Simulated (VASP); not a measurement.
# Nb (Im-3m) in VASP: further runs, part 2 of 2

VASP 6.6.1.

**3. Single point, PBE (volume scaled by 0.9)**

INCAR

```
PREC = Accurate
ENCUT = 520
EDIFF = 1E-7
ISMEAR = -1
SIGMA = 0.05
LREAL = False
LASPH = True
NELM = 80
ALGO = Normal
ISIF = 2
LWAVE = False
LCHARG = False
GGA = PE
NBANDS = 12
```

KPOINTS

```
Automatic mesh
0
Gamma
  16 16 16
```

POSCAR

```
Nb
1.0
   -1.5973739459      1.5973739459      1.5973739459
    1.5973739459     -1.5973739459      1.5973739459
    1.5973739459      1.5973739459     -1.5973739459
Nb
1
Direct
    0.0000000000      0.0000000000      0.0000000000
```

Potentials or basis: VASP PAW PBE potentials, release 64 (Nb_sv).

Started as:

```console
> cat potpaw_PBE.64/Nb_sv/POTCAR > POTCAR
> mpirun -np 1 vasp_std > vasp.out
```

OUTCAR:

```text
PREC = Accurate
   ENCUT = 520
   EDIFF = 1E-7
   ISMEAR = -1
   LREAL = False
   LASPH = True
   NELM = 80
   ISIF = 2
   GGA = PE

 ion  position               nearest neighbor table
   1  0.000  0.000  0.000-

  LATTYP: Found a body centered cubic cell.
 ALAT       =     3.1947478918

  Lattice vectors:

 A1 = (  -1.5973739459,   1.5973739459,   1.5973739459)
 A2 = (   1.5973739459,  -1.5973739459,   1.5973739459)
 A3 = (   1.5973739459,   1.5973739459,  -1.5973739459)

Analysis of symmetry for initial positions (statically):
=====================================================================
 Subroutine PRICEL returns:
 Original cell was already a primitive cell.

 Routine SETGRP: Setting up the symmetry group for a
 body centered cubic supercell.

 Subroutine GETGRP returns: Found 48 space group operations
 (whereof 48 operations were pure point group operations)
 out of a pool of 48 trial point group operations.

The static configuration has the point symmetry O_h .

[... 155 lines left out ...]

  energy without entropy =      -10.10103163  energy(sigma->0) =      -10.10622364

 E-fermi :  12.6167     XC(G=0): -13.0242

 val. band max:       12.6158331589   @ k =  -0.1250   0.1875   0.0625
 cond. band min:      12.6464670281   @ k =  -0.3125   0.3750   0.0625
 fundamental gap:      0.0306338692
 Fermi energy:        12.6167380554

 k-point     1 :       0.0000    0.0000    0.0000
  band No.  band energies     occupation
      1     -41.6429      2.00000
      2     -16.6867      2.00000
      3     -16.6867      2.00000
      4     -16.6867      2.00000
      5       6.5326      2.00000
      6      12.9533      0.00238
      7      12.9533      0.00238
      8      12.9533      0.00238
      9      16.2057      0.00000
     10      16.2057      0.00000
     11      27.1113      0.00000
     12      27.1113      0.00000
[... 331 lines left out ...]
 k-point    24 :       0.2500    0.1875    0.0000
  band No.  band energies     occupation
      1     -41.3219      2.00000
      2     -18.1321      2.00000
      3     -17.2843      2.00000
      4     -16.8489      2.00000
      5       9.7178      2.00000
      6      11.1136      2.00000
      7      12.2664      1.99819
      8      15.5668      0.00000
      9      17.1572      0.00000
     10      19.3152      0.00000
     11      26.6629      0.00000
     12      28.4647      0.00000

 [... further k-points ...]
[... 5 lines left out ...]
  --------------------------------------------------------------------------------------
  -------------------------------------------------------------------------------------
  Total        2.2129664      2.2129664      2.2129664      0.0000000      0.0000000      0.0000000
  in kB      217.4731420    217.4731420    217.4731420      0.0000000      0.0000000      0.0000000
  external PRESSURE =     217.4731420 kB  Pullay stress =       0.0000000 kB

 VOLUME and BASIS-vectors are now :
 -----------------------------------------------------------------------------
  energy-cutoff  :      520.00
  volume of cell :       16.30
      direct lattice vectors                 reciprocal lattice vectors
    -1.597373946  1.597373946  1.597373946     0.000000000  0.313013744  0.313013744
     1.597373946 -1.597373946  1.597373946     0.313013744  0.000000000  0.313013744
     1.597373946  1.597373946 -1.597373946     0.313013744  0.313013744  0.000000000

 POSITION                                       TOTAL-FORCE (eV/Angst)
 -----------------------------------------------------------------------------------
      0.00000      0.00000      0.00000        -0.000000      0.000000      0.000000
 -----------------------------------------------------------------------------------
    total drift:                               -0.000000      0.000000      0.000000

  FREE ENERGIE OF THE ION-ELECTRON SYSTEM (eV)
  ---------------------------------------------------
  free  energy   TOTEN  =       -10.1114156374 eV

  energy  without entropy=      -10.1010316335  energy(sigma->0) =      -10.10622364
```

OSZICAR:

```text
N       E                     dE             d eps       ncg     rms          rms(c)
DAV:   1     0.122374392476E+03    0.12237E+03   -0.74234E+03  3496   0.110E+03
DAV:   2    -0.556143994142E+01   -0.12794E+03   -0.12294E+03  3668   0.400E+02
DAV:   3    -0.101667671772E+02   -0.46053E+01   -0.43756E+01  5016   0.677E+01
DAV:   4    -0.104259026342E+02   -0.25914E+00   -0.25759E+00  4880   0.141E+01
DAV:   5    -0.104387368949E+02   -0.12834E-01   -0.12831E-01  4972   0.240E+00    0.829E+00
DAV:   6    -0.101356610953E+02    0.30308E+00   -0.48669E-01  5660   0.912E+00    0.308E+00
DAV:   7    -0.101043883582E+02    0.31273E-01   -0.16940E-01  5728   0.538E+00    0.951E-01
DAV:   8    -0.101113499400E+02   -0.69616E-02   -0.13989E-02  4064   0.160E+00    0.424E-02
DAV:   9    -0.101114057411E+02   -0.55801E-04   -0.11034E-03  5172   0.266E-01    0.524E-02
DAV:  10    -0.101114254886E+02   -0.19748E-04   -0.45050E-05  4264   0.826E-02    0.248E-02
DAV:  11    -0.101114162285E+02    0.92601E-05   -0.78770E-06  4624   0.495E-02    0.514E-03
DAV:  12    -0.101114158731E+02    0.35542E-06   -0.45692E-07  4736   0.707E-03    0.296E-03
DAV:  13    -0.101114156443E+02    0.22879E-06   -0.30655E-08  2592   0.251E-03    0.434E-04
DAV:  14    -0.101114156374E+02    0.69363E-08   -0.97003E-09  2228   0.168E-03
   1 F= -.10111416E+02 E0= -.10106224E+02  d E =-.103840E-01
```

Wall time 27 s (1 thread of AMD EPYC 9R45 (Zen 5), shared host); peak memory 0.13 GiB.

What came out:

* Free energy: -10.1114 eV
* Pressure: 21.7 GPa

Levels at points of the mesh, in eV from the Fermi level:
```
           k point  band 2  band 3  band 4  band 5  band 6  band 7  band 8  band 9  band 10  band 11
(0.00, 0.00, 0.00)  -29.30  -29.30  -29.30   -6.08    0.34    0.34    0.34    3.59     3.59    14.49
(0.50, 0.00, 0.00)  -31.14  -29.87  -29.33   -4.15   -1.97    2.85    3.69    4.46     7.24    11.95
(0.50, 0.50, 0.50)  -30.54  -30.54  -30.54   -4.33   -4.33    6.33    6.33    6.33     9.99     9.99
```

Caveat: the cell differs from its parent crystal (volume scaled by 0.9).

**4. Single point, PBE (volume scaled by 0.9)**

INCAR

```
SYSTEM = Nb
ALGO = Normal ; EDIFF = 1E-7
ENCUT = 520 ; GGA = PE
ISIF = 2 ; ISMEAR = -1
LASPH = .TRUE. ; LCHARG = .FALSE.
LREAL = .FALSE. ; LWAVE = .FALSE.
NBANDS = 12 ; NELM = 100
PREC = Accurate ; SIGMA = 0.05
```

KPOINTS

```
k-points
0
G
  16 16 16
  0 0 0
```

POSCAR is that of step 3.

Started as:

```console
> cat potpaw_PBE.64/Nb_sv/POTCAR > POTCAR
> mpirun -np 1 vasp_std > vasp.out
```

Run time: 27 s. Hardware: 1 thread of AMD EPYC 9R45 (Zen 5), shared host; peak memory 0.13 GiB.

The run converged. Its results:

```
Free energy : -10.1114 eV
Pressure    : 21.7 GPa
```

Levels at points of the mesh, in eV from the Fermi level:
| k point | band 4 | band 5 | band 6 | band 7 | band 8 | band 9 |
| --- | --- | --- | --- | --- | --- | --- |
| (0.00, 0.00, 0.00) | -29.30 | -6.08 | 0.34 | 0.34 | 0.34 | 3.59 |
| (0.50, 0.00, 0.00) | -29.33 | -4.15 | -1.97 | 2.85 | 3.69 | 4.46 |
| (0.50, 0.50, 0.50) | -30.54 | -4.33 | -4.33 | 6.33 | 6.33 | 6.33 |

Caveat: the cell differs from its parent crystal (volume scaled by 0.9).

**5. Single point, PBE**

This run uses another cell than the first one, of 18.11 Å³/atom, 1.250 times its volume.

INCAR

```
SYSTEM = Nb
  PREC = Accurate
  ENCUT = 520
  EDIFF = 1E-7
  ISMEAR = -1
  SIGMA = 0.05
  LREAL = .FALSE.
  LASPH = .TRUE.
  NELM = 100
  ALGO = Normal
  ISIF = 2
  LWAVE = .FALSE.
  LCHARG = .FALSE.
  GGA = PE
  NBANDS = 12
```

KPOINTS

```
regular mesh
0
G
  16 16 16
  0 0 0
```

POSCAR

```
Nb
1.0
   -1.6544707496      1.6544707496      1.6544707496
    1.6544707496     -1.6544707496      1.6544707496
    1.6544707496      1.6544707496     -1.6544707496
Nb
1
Direct
    0.0000000000      0.0000000000      0.0000000000
```

Started as:

```console
> cat potpaw_PBE.64/Nb_sv/POTCAR > POTCAR
> mpirun -np 1 vasp_std > vasp.out
```

Run time: 11 s. Hardware: 1 thread of Intel Xeon 6975P-C (Granite Rapids), shared host; peak memory 0.16 GiB.

The run converged. Its results:

```
Free energy : -10.2234 eV
Pressure    : -0.3 GPa
```

Levels at points of the mesh, in eV from the Fermi level:
| k point | band 3 | band 4 | band 5 | band 6 | band 7 | band 8 | band 9 | band 10 |
| --- | --- | --- | --- | --- | --- | --- | --- | --- |
| (0.00, 0.00, 0.00) | -29.69 | -29.69 | -5.94 | 0.36 | 0.36 | 0.36 | 3.25 | 3.25 |
| (0.50, 0.00, 0.00) | -30.11 | -29.70 | -3.71 | -1.65 | 2.25 | 3.28 | 3.96 | 6.32 |
| (0.50, 0.50, 0.50) | -30.60 | -30.60 | -3.69 | -3.69 | 5.56 | 5.56 | 5.56 | 9.02 |

**6. Relaxation of cell and atoms, PBE**

This run uses another cell than the first one, of 18.13 Å³/atom, 1.251 times its volume.

INCAR

```
SYSTEM = Nb
ALGO = Normal
EDIFF = 1E-7
EDIFFG = -0.005
ENCUT = 600
GGA = PE
IBRION = 2
ISIF = 3
ISMEAR = -1
LASPH = .True.
LCHARG = .False.
LREAL = .False.
LWAVE = .False.
NELM = 80
NSW = 60
PREC = Accurate
SIGMA = 0.05
```

KPOINTS

```
k-points
0
Gamma
  16 16 16
  0 0 0
```

POSCAR

```
Nb
1.0
   -1.6548069191      1.6548069191      1.6548069191
    1.6548069191     -1.6548069191      1.6548069191
    1.6548069191      1.6548069191     -1.6548069191
Nb
1
Direct
    0.0000000000      0.0000000000      0.0000000000
```

Potentials or basis: VASP PAW PBE potentials, release 64 (Nb_sv).

Started as:

```console
> cat potpaw_PBE.64/Nb_sv/POTCAR > POTCAR
> mpirun -np 1 vasp_std > vasp.out
```

Run time: 21 s. Hardware: 1 thread of Intel Xeon 6975P-C (Granite Rapids), shared host; peak memory 0.17 GiB.

It converged, with:

| Quantity | Value |
| --- | --- |
| Free energy | -10.2234 eV |
| Relaxed volume | 18.08 Å³/atom |
| Relaxed cell | a = 2.864 Å, b = 2.864 Å, c = 2.864 Å, α = 109.47°, β = 109.47°, γ = 109.47° |
| Space group after relaxing (to 0.05 Å) | Im-3m (No. 229) |
| Energy gained by relaxing | 0.1 meV/atom |
| Ionic steps | 3 |
| Pressure after relaxing | 0.0 GPa |

Final structure:
```xyz
1
Lattice="-1.6535 1.6535 1.6535 1.6535 -1.6535 1.6535 1.6535 1.6535 -1.6535" Properties=species:S:1:pos:R:3 pbc="T T T"
Nb    0.0000    0.0000    0.0000
```

Levels at points of the mesh, in eV from the Fermi level:
```csv
k point,band 3,band 4,band 5,band 6,band 7,band 8,band 9,band 10
"(0.00, 0.00, 0.00)",-29.68,-29.68,-5.95,0.36,0.36,0.36,3.26,3.26
"(0.50, 0.00, 0.00)",-30.11,-29.70,-3.71,-1.65,2.25,3.29,3.97,6.34
"(0.50, 0.50, 0.50)",-30.60,-30.60,-3.70,-3.70,5.57,5.57,5.57,9.03
```

**7. The runs side by side**

| task | cell | cutoff (eV) | gap on the mesh (eV) | pressure (GPa) |
| --- | --- | --- | --- | --- |
| single point | a = 2.660 Å, angles 109.5°, 1 atom | 520 | none | 57.2 |
| single point | a = 2.767 Å, angles 109.5°, 1 atom | 520 | none | 21.7 |
| single point | a = 2.866 Å, angles 109.5°, 1 atom | 520 | none | -0.3 |
| relaxation of cell and atoms | relaxed from a = 2.866 Å, angles 109.5°, 1 atom | 600 | none | 0.0 |

Alike in all rows: level PBE; potentials or basis VASP PAW PBE potentials, release 64 (Nb_sv); no spin polarisation; k mesh 16 × 16 × 16; smearing fermi-dirac 0.05 eV.

Absolute energies hang on the potentials; compare differences alone.
